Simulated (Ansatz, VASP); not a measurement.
## Nb3C2 in VASP and in Ansatz

```xyz
10
Lattice="3.5162 0.0000 0.0000 -1.7581 3.0451 0.0000 0.0000 0.0000 13.0949" Properties=species:S:1:pos:R:3 pbc="T T T"
Nb    0.0000    2.0301    1.0380
Nb    1.7581    1.0150    7.5855
Nb    1.7581    1.0150   12.0569
Nb    0.0000    2.0301    5.5095
Nb    0.0000    0.0000    3.2737
Nb    0.0000    0.0000    9.8212
C     0.0000    0.0000    0.0000
C     0.0000    0.0000    6.5475
C     0.0000    2.0301    3.2737
C     1.7581    1.0150    9.8212
```

Change from the starting cell: species swapped into the Be3N2 type (P6_3/mmc, No. 194).

Alike in both runs: task single point; functional PBE; k mesh 6 × 6 × 2; occupations gaussian, width 0.1 eV; collinear spin.

|  | VASP | Ansatz |
| --- | --- | --- |
| version | VASP 6.6.1 | Ansatz 0.2.0 |
| potentials or method | VASP PAW PBE potentials, release 64 (Nb_sv, C), cutoff 520 eV | scalar-relativistic, plane waves, PAW |
| valence electrons in the cell | 94 | 94 |

|  | VASP | Ansatz | Ansatz less VASP |
| --- | --- | --- | --- |
| gap on the k mesh at the Fermi level (eV) | none | none | - |
| pressure (GPa) | 0.0 | 0.3 | +0.35 |
| rms of the force components (eV/Å) | 0.008 | 0.007 | -0.0008 |
| net moment per atom (μB) | 0.00 | 0.00 | 0.000 |

Atom by atom the forces differ by 0.001 eV/Å (rms over components). A gap of «none» marks a metal or a gap that the smearing closes. With one functional, cell and mesh, what is left measures potentials, basis and numerics. Ansatz's warnings: seeded moment not kept.
